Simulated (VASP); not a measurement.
# W (Fmmm) in VASP: single point with PBEsol

Aim: the single point of W with PBEsol.

Program: VASP 6.6.1. These are calculated values, not measurements. Logs are shortened: lines on timing, memory, paths and dates and some standing lists are left out, and cuts for length are marked.

**1. The cell of the first run**

The structure is orthorhombic, space group Fmmm (No. 69). Conventional cell: a = 3.195 Å, b = 4.501 Å, c = 4.535 Å, α = 90.00°, β = 90.00°, γ = 90.00°. Within 3.6 Å of W (site symmetry mmm) lie 14 W at 2.76 to 3.19 Å.

**2. Single point, PBEsol (strain +0.0075 x Voigt [0, 0, 0, 0, 1, 0])**

Input file INCAR:

```
SYSTEM = W
ALGO     = Fast           ! electronic algorithm
EDIFF    = 1E-7           ! SCF threshold, eV
ENCUT    = 520            ! plane-wave cutoff, eV
GGA      = PS             ! functional
ISIF     = 2              ! what is computed and relaxed
ISMEAR   = 0              ! smearing method
LASPH    = .True.         ! aspherical terms in the spheres
LCHARG   = .False.        ! write CHGCAR
LREAL    = .False.        ! projectors in reciprocal space
LWAVE    = .False.        ! write WAVECAR
NBANDS   = 13             ! bands
NELM     = 60             ! most SCF steps
PREC     = Accurate       ! precision mode
SIGMA    = 0.15           ! smearing width, eV
```

Input file KPOINTS:

```
k-points
0
Gamma
  20 20 20
  0 0 0
```

Input file POSCAR:

```
W
1.0
   -1.5913101250      1.5973000000      1.5913101250
    1.6032898750     -1.5973000000      1.6032898750
    1.5913101250      1.5973000000     -1.5913101250
W
1
Direct
    0.0000000000      0.0000000000      0.0000000000
```

Potentials or basis: VASP PAW PBE potentials, release 64 (W_sv).

The run is started by

```sh
> cat potpaw_PBE.64/W_sv/POTCAR > POTCAR
> mpirun -np 1 vasp_std > vasp.out
```

OUTCAR:

```text
SYSTEM = W
   EDIFF = 1E-7
   ENCUT = 520
   GGA = PS
   ISIF = 2
   ISMEAR = 0
   LASPH = .True.
   LREAL = .False.
   NELM = 60
   PREC = Accurate

 ion  position               nearest neighbor table
   1  0.000  0.000  0.000-

  LATTYP: Found a face centered orthorhombic cell.
 ALAT       =     3.1946000000
 B/A-ratio  =     1.4089102615
 C/A-ratio  =     1.4195168632

  Lattice vectors:

 A1 = (  -0.0119797500,   0.0000000000,  -3.1946000000)
 A2 = (  -1.6032898750,   1.5973000000,  -1.6032898750)
 A3 = (   1.5913101250,   1.5973000000,  -1.5913101250)

Analysis of symmetry for initial positions (statically):
=====================================================================
 Subroutine PRICEL returns:
 Original cell was already a primitive cell.

 Routine SETGRP: Setting up the symmetry group for a
 face centered orthorhombic supercell.

 Subroutine GETGRP returns: Found  8 space group operations
 (whereof  8 operations were pure point group operations)
 out of a pool of  8 trial point group operations.

The static configuration has the point symmetry D_2h.

Analysis of symmetry for dynamics (positions and initial velocities):
=====================================================================
 Subroutine PRICEL returns:
 Original cell was already a primitive cell.

 Routine SETGRP: Setting up the symmetry group for a
 face centered orthorhombic supercell.

 Subroutine GETGRP returns: Found  8 space group operations
 (whereof  8 operations were pure point group operations)
 out of a pool of  8 trial point group operations.

The dynamic configuration has the point symmetry D_2h.

 Subroutine INISYM returns: Found  8 space group operations
 (whereof  8 operations are pure point group operations),
 and found     1 'primitive' translations

----------------------------------------------------------------------------------------

                                     Primitive cell

  volume of cell :      16.3010

  direct lattice vectors                    reciprocal lattice vectors
    -1.591310125  1.597300000  1.591310125    -0.001173872  0.313028235  0.313032637
     1.603289875 -1.597300000  1.603289875     0.311858765  0.000000000  0.311858765
     1.591310125  1.597300000 -1.591310125     0.313032637  0.313028235 -0.001173872

  length of vectors
     2.759692577  2.773525579  2.759692577     0.442693445  0.441034895  0.442693445

  position of ions in fractional coordinates (direct lattice)
     0.000000000  0.000000000  0.000000000

  ion indices of the primitive-cell ions
   primitive index   ion index
                 1           1

----------------------------------------------------------------------------------------

 KPOINTS: k-points

Automatic generation of k-mesh.
 Grid dimensions read from file:
 generate k-points for:   20   20   20

 Generating k-lattice:

  Cartesian coordinates                     Fractional coordinates (reciprocal lattice)
    -0.000058694  0.015651412  0.015651632     0.050000000  0.000000000  0.000000000
     0.015592938  0.000000000  0.015592938     0.000000000  0.050000000  0.000000000
     0.015651632  0.015651412 -0.000058694    -0.000000000  0.000000000  0.050000000

  Length of vectors
     0.022134672  0.022051745  0.022134672

  Shift w.r.t. Gamma in fractional coordinates (k-lattice)
     0.000000000  0.000000000  0.000000000

 Subroutine IBZKPT returns following result:
 ===========================================

 Found   1166 irreducible k-points:

 Following reciprocal coordinates:
            Coordinates               Weight
  0.000000  0.000000  0.000000      1.000000
  0.050000  0.000000  0.000000      8.000000
  0.100000  0.000000  0.000000      8.000000
  0.150000  0.000000  0.000000      8.000000
  0.200000  0.000000  0.000000      8.000000
  0.250000  0.000000  0.000000      8.000000
[... 16 lines left out ...]
 -0.450000  0.050000 -0.000000      8.000000
 -0.400000  0.050000  0.000000      8.000000
 [... further k-points ...]
   k-points           NKPTS =   1166   k-points in BZ     NKDIM =   1166   number of bands    NBANDS=     13
   number of dos      NEDOS =    301   number of ions     NIONS =      1
   total plane-waves  NPLWV =  13824
   dimension x,y,z NGX =    24 NGY =   24 NGZ =   24
   dimension x,y,z NGXF=    48 NGYF=   48 NGZF=   48
   ions per type =               1
   NGX,Y,Z   is equivalent  to a cutoff of  14.46, 14.39, 14.46 a.u.
   NGXF,Y,Z  is equivalent  to a cutoff of  28.92, 28.77, 28.92 a.u.
 SYSTEM =  W
   PREC   = accura    normal or accurate (medium, high low for compatibility)
   ISTART =      0    job   : 0-new  1-cont  2-samecut
   ICHARG =      2    charge: 1-file 2-atom 10-const
   ISPIN  =      1    spin polarized calculation?
   LNONCOLLINEAR =      F non collinear calculations
   LSORBIT =      F    spin-orbit coupling
   LASPH  =      T    aspherical Exc in radial PAW
   ENCUT  =  520.0 eV  38.22 Ry    6.18 a.u.   5.13  5.16  5.13*2*pi/ulx,y,z
   NELM   =     60;   NELMIN=  2; NELMDL= -5     # of ELM steps
   EDIFF  = 0.1E-06   stopping-criterion for ELM
   LREAL  =      F    real-space projection
   EDIFFG = 0.1E-05   stopping-criterion for IOM
   NSW    =      0    number of steps for IOM
   IBRION =     -1    ionic relax: 0-MD 1-quasi-New 2-CG
   NFREE  =      0    steps in history (QN), initial steepest desc. (CG)
   ISIF   =      2    stress and relaxation
   ISYM   =      2    0-nonsym 1-usesym 2-fastsym
   POTIM  = 0.5000    time-step for ionic-motion
   TEBEG  =    0.0;   TEEND  =   0.0 temperature during run
   PSTRESS=    0.0 pullay stress
   NELECT =      14.0000    total number of electrons
   NUPDOWN=      -1.0000    fix difference up-down
   EMIN   =  10.00;   EMAX   =-10.00  energy-range for DOS
   EFERMI =   0.00;   METHOD = LEGACY
   ISMEAR =     0;   SIGMA  =   0.15  broadening in eV -4-tet -1-fermi 0-gaus
   EFERMI_NEDOS =   21; number of points for ismear=-14 and -15
   IALGO  =     68    algorithm
   IMIX   =      4    mixing-type and parameters
     AMIX     =   0.40;   BMIX     =  1.00
     AMIX_MAG =   1.60;   BMIX_MAG =  1.00
  volume/ion in A,a.u.               =      16.30       110.00
  Fermi-wavevector in a.u.,A,eV,Ry     =   1.556132  2.940663 32.947138  2.421546
  Thomas-Fermi vector in A             =   2.659972
   LORBIT       =      0    0 simple, 1 ext, 2 COOP (PROOUT), +10 PAW based schemes
   GGA     = PS    functional components
   LHFCALC =     F    Hartree Fock is set to
   AEXX    =    0.0000 exact exchange contribution
   IVDW    =     0    specifies the selected vdW correction
   LEPSILON=     F    determine dielectric tensor
   LRPA    =     F    only Hartree local field effects (RPA)
 non-spin polarized calculation
 RMM-DIIS sequential band-by-band and
 Gauss-broadening in eV      SIGMA  =   0.15
  energy-cutoff  :      520.00
  volume of cell :       16.30
 maximum number of plane-waves:       466
 NGX is ok and might be reduce to    24
   NGX = 11   NGY = 11   NGZ = 11

 number of electron      14.0000002 magnetization

 Free energy of the ion-electron system (eV)
  ---------------------------------------------------
  ext. energy  EPLUGINS =         0.00000000
  ---------------------------------------------------
  free energy    TOTEN  =       -13.79035236 eV

  energy without entropy =      -13.78665626  energy(sigma->0) =      -13.78850431

 E-fermi :  10.9117     XC(G=0): -13.6037

 val. band max:       10.9086730744   @ k =   0.2000  -0.1500   0.1000
 cond. band min:      10.9172855102   @ k =  -0.1500   0.2500   0.1000
 fundamental gap:      0.0086124358
 Fermi energy:        10.9117442820

 k-point     1 :       0.0000    0.0000    0.0000
  band No.  band energies     occupation
      1     -63.3132      2.00000
      2     -26.9209      2.00000
      3     -26.9096      2.00000
      4     -26.8986      2.00000
      5       1.3787      2.00000
      6       9.6209      2.00000
      7       9.6833      2.00000
      8       9.7493      2.00000
      9      13.0430      0.00000
     10      13.0450      0.00000
     11      25.2856      0.00000
     12      25.3539      0.00000
     13      25.4218      0.00000

 k-point     2 :       0.0500    0.0000    0.0000
  band No.  band energies     occupation
      1     -63.3103      2.00000
      2     -26.9433      2.00000
      3     -26.9218      2.00000
      4     -26.9050      2.00000
      5       1.4965      2.00000
      6       9.5872      2.00000
      7       9.6806      2.00000
      8       9.8122      2.00000
      9      12.9283      0.00000
     10      13.0453      0.00000
     11      25.4321      0.00000
     12      25.5545      0.00000
     13      25.6618      0.00000

 k-point     3 :       0.1000    0.0000    0.0000
  band No.  band energies     occupation
      1     -63.3020      2.00000
      2     -27.0308      2.00000
      3     -26.9490      2.00000
      4     -26.9085      2.00000
      5       1.8398      2.00000
      6       9.4054      2.00000
      7       9.6105      2.00000
      8      10.1363      2.00000
      9      12.6635      0.00000
     10      13.0523      0.00000
     11      25.7086      0.00000
     12      26.1416      0.00000
     13      26.3990      0.00000

 k-point     4 :       0.1500    0.0000    0.0000
  band No.  band energies     occupation
      1     -63.2889      2.00000
      2     -27.1679      2.00000
      3     -26.9922      2.00000
      4     -26.9099      2.00000
      5       2.3766      2.00000
      6       9.1162      2.00000
      7       9.4605      2.00000
      8      10.6839      1.96829
      9      12.4252      0.00000
     10      13.0770      0.00000
     11      25.9887      0.00000
     12      27.0748      0.00000
     13      27.2963      0.00000

 k-point     5 :       0.2000    0.0000    0.0000
  band No.  band energies     occupation
      1     -63.2723      2.00000
      2     -27.3376      2.00000
      3     -27.0466      2.00000
      4     -26.9110      2.00000
      5       3.0459      2.00000
      6       8.7739      2.00000
      7       9.2406      2.00000
      8      11.4308      0.00000
      9      12.3477      0.00000
     10      13.1327      0.00000
     11      25.9961      0.00000
     12      27.7108      0.00000
     13      28.3058      0.00000
[... 257 lines left out ...]
 k-point    22 :       0.5000    0.0500    0.0000
  band No.  band energies     occupation
      1     -63.1943      2.00000
      2     -28.0739      2.00000
      3     -27.3019      2.00000
      4     -26.9264      2.00000
      5       4.8543      2.00000
      6       7.4646      2.00000
      7      11.1536      0.02257
      8      12.9080      0.00000
      9      13.9761      0.00000
     10      16.8400      0.00000
     11      21.4589      0.00000
     12      22.5215      0.00000
     13      27.3299      0.00000

 k-point    23 :      -0.4500    0.0500   -0.0000
  band No.  band energies     occupation
      1     -63.1999      2.00000
      2     -28.0232      2.00000
      3     -27.2827      2.00000
      4     -26.9260      2.00000
      5       4.8647      2.00000
      6       7.5498      2.00000
      7      10.5617      1.99903
      8      12.9668      0.00000
      9      13.8462      0.00000
     10      16.2283      0.00000
     11      22.1436      0.00000
     12      22.8931      0.00000
     13      28.1551      0.00000

 k-point    24 :      -0.4000    0.0500    0.0000
  band No.  band energies     occupation
      1     -63.2108      2.00000
      2     -27.9250      2.00000
      3     -27.2465      2.00000
      4     -26.9252      2.00000
      5       4.8232      2.00000
      6       7.7168      2.00000
      7       9.7993      2.00000
      8      12.8807      0.00000
      9      13.6793      0.00000
     10      15.2395      0.00000
     11      23.1791      0.00000
     12      23.7122      0.00000
     13      29.5556      0.00000

 [... further k-points ...]

------------------------ aborting loop because EDIFF is reached ----------------------------------------

  FORCE on cell =-STRESS in cart. coord.  units (eV):
  Direction    XX          YY          ZZ          XY          YZ          ZX
  --------------------------------------------------------------------------------------
  -------------------------------------------------------------------------------------
  Total       -1.1154619     -1.1144935     -1.1154619      0.0000000      0.0000000     -0.1075589
  in kB     -109.6356971   -109.5405147   -109.6356971      0.0000000      0.0000000    -10.5716690
  external PRESSURE =    -109.6039696 kB  Pullay stress =       0.0000000 kB

 VOLUME and BASIS-vectors are now :
 -----------------------------------------------------------------------------
  energy-cutoff  :      520.00
  volume of cell :       16.30
      direct lattice vectors                 reciprocal lattice vectors
    -1.591310125  1.597300000  1.591310125    -0.001173872  0.313028235  0.313032637
     1.603289875 -1.597300000  1.603289875     0.311858765  0.000000000  0.311858765
     1.591310125  1.597300000 -1.591310125     0.313032637  0.313028235 -0.001173872

 POSITION                                       TOTAL-FORCE (eV/Angst)
 -----------------------------------------------------------------------------------
      0.00000      0.00000      0.00000        -0.000000      0.000000     -0.000000
 -----------------------------------------------------------------------------------
    total drift:                                0.000000      0.000000      0.000000

  FREE ENERGIE OF THE ION-ELECTRON SYSTEM (eV)
  ---------------------------------------------------
  free  energy   TOTEN  =       -13.7903523604 eV

  energy  without entropy=      -13.7866562623  energy(sigma->0) =      -13.78850431
```

Run time: 5.9 min. Hardware: 1 thread of Intel Xeon 8259CL, shared host; peak memory 0.34 GiB.

Results:

- Free energy: -13.7904 eV
- Pressure: -11.0 GPa
- Band gap on the k mesh: zero (bands 7 and 8 overlap by 6.03 eV)

Stress tensor (GPa, compression positive):
```
-10.96   0.00  -1.06
  0.00 -10.95   0.00
 -1.06   0.00 -10.96
```

Levels at points of the mesh, in eV from the Fermi level:
| k point | band 5 | band 6 | band 7 | band 8 | band 9 | band 10 |
| --- | --- | --- | --- | --- | --- | --- |
| (0.00, 0.00, 0.00) | -9.53 | -1.29 | -1.23 | -1.16 | 2.13 | 2.13 |
| (0.50, 0.00, 0.00) | -6.15 | -3.48 | 0.57 | 2.01 | 2.96 | 5.88 |
| (0.00, 0.50, 0.00) | -6.15 | -3.50 | 0.51 | 2.06 | 3.01 | 5.83 |
| (0.50, 0.00, 0.50) | -6.14 | -3.46 | 0.63 | 1.97 | 2.90 | 5.93 |
| (0.50, 0.50, 0.50) | -5.67 | -5.67 | 4.86 | 4.94 | 5.02 | 7.95 |

Caveat: the cell differs from its parent crystal (strain +0.0075 x Voigt [0, 0, 0, 0, 1, 0]); the cell stands under tension; the PAW data sets were made with another functional, which shifts forces and pressure a little; spin-orbit coupling is left out, which moves the levels of the heavy elements.
